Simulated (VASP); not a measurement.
# Ti (Pm-3m) in VASP: a series of runs, part 2 of 2

VASP 6.6.1.

## Step 3: Single point, PBEsol (volume scaled by 0.92)

INCAR reads:

```
PREC = Accurate
ENCUT = 520
EDIFF = 1E-6
ISMEAR = -1
SIGMA = 0.08
LREAL = F
LASPH = T
NELM = 100
ALGO = Normal
ISIF = 2
LWAVE = F
LCHARG = F
GGA = PS
NBANDS = 12
```

KPOINTS reads:

```
regular mesh
0
Gamma
  14 14 14
```

POSCAR reads:

```
Ti
1.0
    2.5246601641      0.0000000000      0.0000000000
    0.0000000000      2.5246601641      0.0000000000
    0.0000000000      0.0000000000      2.5246601641
Ti
1
Direct
    0.0000000000      0.0000000000      0.0000000000
```

Potentials or basis: VASP PAW PBE potentials, release 64 (Ti_sv).

The run is started by

```sh
$ cat potpaw_PBE.64/Ti_sv/POTCAR > POTCAR
$ mpirun -np 1 vasp_std > vasp.out
```

OUTCAR:

```text
PREC = Accurate
   ENCUT = 520
   EDIFF = 1E-6
   ISMEAR = -1
   LREAL = F
   LASPH = T
   NELM = 100
   ISIF = 2
   GGA = PS

 ion  position               nearest neighbor table
   1  0.000  0.000  0.000-

  LATTYP: Found a simple cubic cell.
 ALAT       =     2.5246601641

  Lattice vectors:

 A1 = (   2.5246601641,   0.0000000000,   0.0000000000)
 A2 = (   0.0000000000,   2.5246601641,   0.0000000000)
 A3 = (   0.0000000000,   0.0000000000,   2.5246601641)

Analysis of symmetry for initial positions (statically):
=====================================================================
 Subroutine PRICEL returns:
 Original cell was already a primitive cell.

 Routine SETGRP: Setting up the symmetry group for a
 simple cubic supercell.

 Subroutine GETGRP returns: Found 48 space group operations
 (whereof 48 operations were pure point group operations)
 out of a pool of 48 trial point group operations.

The static configuration has the point symmetry O_h .

Analysis of symmetry for dynamics (positions and initial velocities):
=====================================================================
 Subroutine PRICEL returns:
 Original cell was already a primitive cell.

 Routine SETGRP: Setting up the symmetry group for a
 simple cubic supercell.

 Subroutine GETGRP returns: Found 48 space group operations
 (whereof 48 operations were pure point group operations)
 out of a pool of 48 trial point group operations.

The dynamic configuration has the point symmetry O_h .

 Subroutine INISYM returns: Found 48 space group operations
 (whereof 48 operations are pure point group operations),
 and found     1 'primitive' translations

----------------------------------------------------------------------------------------

                                     Primitive cell

  volume of cell :      16.0920

  direct lattice vectors                    reciprocal lattice vectors
     2.524660164  0.000000000  0.000000000     0.396092914  0.000000000  0.000000000
     0.000000000  2.524660164  0.000000000     0.000000000  0.396092914  0.000000000
     0.000000000  0.000000000  2.524660164     0.000000000  0.000000000  0.396092914

  length of vectors
     2.524660164  2.524660164  2.524660164     0.396092914  0.396092914  0.396092914

  position of ions in fractional coordinates (direct lattice)
     0.000000000  0.000000000  0.000000000

  ion indices of the primitive-cell ions
   primitive index   ion index
                 1           1

----------------------------------------------------------------------------------------

 KPOINTS: regular mesh

Automatic generation of k-mesh.
 Grid dimensions read from file:
 generate k-points for:   14   14   14

 Generating k-lattice:

  Cartesian coordinates                     Fractional coordinates (reciprocal lattice)
     0.028292351  0.000000000  0.000000000     0.071428571  0.000000000  0.000000000
     0.000000000  0.028292351  0.000000000     0.000000000  0.071428571  0.000000000
     0.000000000  0.000000000  0.028292351     0.000000000  0.000000000  0.071428571

  Length of vectors
     0.028292351  0.028292351  0.028292351

  Shift w.r.t. Gamma in fractional coordinates (k-lattice)
     0.000000000  0.000000000  0.000000000

 Subroutine IBZKPT returns following result:
 ===========================================

 Found    120 irreducible k-points:

 Following reciprocal coordinates:
            Coordinates               Weight
  0.000000  0.000000  0.000000      1.000000
  0.071429  0.000000  0.000000      6.000000
  0.142857  0.000000  0.000000      6.000000
  0.214286  0.000000  0.000000      6.000000
  0.285714  0.000000  0.000000      6.000000
  0.357143  0.000000  0.000000      6.000000
[... 16 lines left out ...]
  0.285714  0.214286  0.000000     24.000000
  0.357143  0.214286  0.000000     24.000000
 [... further k-points ...]
   k-points           NKPTS =    120   k-points in BZ     NKDIM =    120   number of bands    NBANDS=     12
   number of dos      NEDOS =    301   number of ions     NIONS =      1
   total plane-waves  NPLWV =   8000
   dimension x,y,z NGX =    20 NGY =   20 NGZ =   20
   dimension x,y,z NGXF=    40 NGYF=   40 NGZF=   40
   ions per type =               1
   NGX,Y,Z   is equivalent  to a cutoff of  13.17, 13.17, 13.17 a.u.
   NGXF,Y,Z  is equivalent  to a cutoff of  26.34, 26.34, 26.34 a.u.
 SYSTEM =  unknown system
   PREC   = accura    normal or accurate (medium, high low for compatibility)
   ISTART =      0    job   : 0-new  1-cont  2-samecut
   ICHARG =      2    charge: 1-file 2-atom 10-const
   ISPIN  =      1    spin polarized calculation?
   LNONCOLLINEAR =      F non collinear calculations
   LSORBIT =      F    spin-orbit coupling
   LASPH  =      T    aspherical Exc in radial PAW
   ENCUT  =  520.0 eV  38.22 Ry    6.18 a.u.   4.69  4.69  4.69*2*pi/ulx,y,z
   NELM   =    100;   NELMIN=  2; NELMDL= -5     # of ELM steps
   EDIFF  = 0.1E-05   stopping-criterion for ELM
   LREAL  =      F    real-space projection
   EDIFFG = 0.1E-04   stopping-criterion for IOM
   NSW    =      0    number of steps for IOM
   IBRION =     -1    ionic relax: 0-MD 1-quasi-New 2-CG
   NFREE  =      0    steps in history (QN), initial steepest desc. (CG)
   ISIF   =      2    stress and relaxation
   ISYM   =      2    0-nonsym 1-usesym 2-fastsym
   POTIM  = 0.5000    time-step for ionic-motion
   TEBEG  =    0.0;   TEEND  =   0.0 temperature during run
   PSTRESS=    0.0 pullay stress
   NELECT =      12.0000    total number of electrons
   NUPDOWN=      -1.0000    fix difference up-down
   EMIN   =  10.00;   EMAX   =-10.00  energy-range for DOS
   EFERMI =   0.00;   METHOD = LEGACY
   ISMEAR =    -1;   SIGMA  =   0.08  broadening in eV -4-tet -1-fermi 0-gaus
   EFERMI_NEDOS =   21; number of points for ismear=-14 and -15
   IALGO  =     38    algorithm
   IMIX   =      4    mixing-type and parameters
     AMIX     =   0.40;   BMIX     =  1.00
     AMIX_MAG =   1.60;   BMIX_MAG =  1.00
  volume/ion in A,a.u.               =      16.09       108.59
  Fermi-wavevector in a.u.,A,eV,Ry     =   1.484564  2.805420 29.986300  2.203931
  Thomas-Fermi vector in A             =   2.598085
   LORBIT       =      0    0 simple, 1 ext, 2 COOP (PROOUT), +10 PAW based schemes
   GGA     = PS    functional components
   LHFCALC =     F    Hartree Fock is set to
   AEXX    =    0.0000 exact exchange contribution
   IVDW    =     0    specifies the selected vdW correction
   LEPSILON=     F    determine dielectric tensor
   LRPA    =     F    only Hartree local field effects (RPA)
 non-spin polarized calculation
  energy-cutoff  :      520.00
  volume of cell :       16.09
 maximum number of plane-waves:       461
 NGX is ok and might be reduce to    20
   NGX =  9   NGY =  9   NGZ =  9

 number of electron      12.0000003 magnetization

 Free energy of the ion-electron system (eV)
  ---------------------------------------------------
  ext. energy  EPLUGINS =         0.00000000
  ---------------------------------------------------
  free energy    TOTEN  =        -7.49042906 eV

  energy without entropy =       -7.44850992  energy(sigma->0) =       -7.46946949

 E-fermi :   8.8211     XC(G=0): -11.9032

 val. band max:        8.8052654836   @ k =   0.3571   0.2857   0.1429
 cond. band min:       8.8284802280   @ k =   0.4286   0.4286   0.0714
 fundamental gap:      0.0232147444
 Fermi energy:         8.8210553529

 k-point     1 :       0.0000    0.0000    0.0000
  band No.  band energies     occupation
      1     -47.3929      2.00000
      2     -23.0442      2.00000
      3     -23.0442      2.00000
      4     -23.0442      2.00000
      5       2.8410      2.00000
      6       7.2438      2.00000
      7       7.2438      2.00000
      8      13.3552      0.00000
      9      13.3552      0.00000
     10      13.3552      0.00000
     11      25.9883      0.00000
     12      25.9883      0.00000
[... 331 lines left out ...]
 k-point    24 :       0.3571    0.2143    0.0000
  band No.  band energies     occupation
      1     -47.1517      2.00000
      2     -24.0235      2.00000
      3     -23.4355      2.00000
      4     -22.9065      2.00000
      5       6.3637      2.00000
      6       8.1499      1.99955
      7       9.5495      0.00022
      8      11.6371      0.00000
      9      11.7081      0.00000
     10      12.6722      0.00000
     11      18.6636      0.00000
     12      24.1311      0.00000

 [... further k-points ...]

------------------------ aborting loop because EDIFF is reached ----------------------------------------

  FORCE on cell =-STRESS in cart. coord.  units (eV):
  Direction    XX          YY          ZZ          XY          YZ          ZX
  --------------------------------------------------------------------------------------
  -------------------------------------------------------------------------------------
  Total        0.8100997      0.8100997      0.8100997      0.0000000     -0.0000000      0.0000000
  in kB       80.6566707     80.6566707     80.6566707      0.0000000     -0.0000000      0.0000000
  external PRESSURE =      80.6566707 kB  Pullay stress =       0.0000000 kB

 VOLUME and BASIS-vectors are now :
 -----------------------------------------------------------------------------
  energy-cutoff  :      520.00
  volume of cell :       16.09
      direct lattice vectors                 reciprocal lattice vectors
     2.524660164  0.000000000  0.000000000     0.396092914  0.000000000  0.000000000
     0.000000000  2.524660164  0.000000000     0.000000000  0.396092914  0.000000000
     0.000000000  0.000000000  2.524660164     0.000000000  0.000000000  0.396092914

 POSITION                                       TOTAL-FORCE (eV/Angst)
 -----------------------------------------------------------------------------------
      0.00000      0.00000      0.00000         0.000000      0.000000      0.000000
 -----------------------------------------------------------------------------------
    total drift:                               -0.000000      0.000000     -0.000000

  FREE ENERGIE OF THE ION-ELECTRON SYSTEM (eV)
  ---------------------------------------------------
  free  energy   TOTEN  =        -7.4904290598 eV

  energy  without entropy=       -7.4485099220  energy(sigma->0) =       -7.46946949
```

stdout:

```text
POSCAR found type information on POSCAR Ti
 POSCAR found :  1 types and       1 ions
 scaLAPACK will be used
 -----------------------------------------------------------------------------
|                                                                             |
|                                                                             |
|     You enforced a specific xc type in the INCAR file but a different       |
|     I HOPE YOU KNOW WHAT YOU ARE DOING!                                     |
|                                                                             |
 -----------------------------------------------------------------------------

 LDA part: xc-table for (Slater+PW92), standard interpolation
 POSCAR, INCAR and KPOINTS ok, starting setup
 FFT: planning ... GRIDC
 FFT: planning ... GRID_SOFT
 FFT: planning ... GRID
 WAVECAR not read
 entering main loop
```

Wall time 13 s (1 thread of AMD EPYC 7R43 (Zen 3), shared host); peak memory 0.1 GiB.

What came out:

- Free energy: -7.4904 eV
- Pressure: 8.1 GPa
- Band gap on the k mesh: zero (band 6 reaches 9.64 eV, above the bottom of band 7 at 7.24 eV)

Caveat: the PAW data sets were made with another functional, which shifts forces and pressure a little.
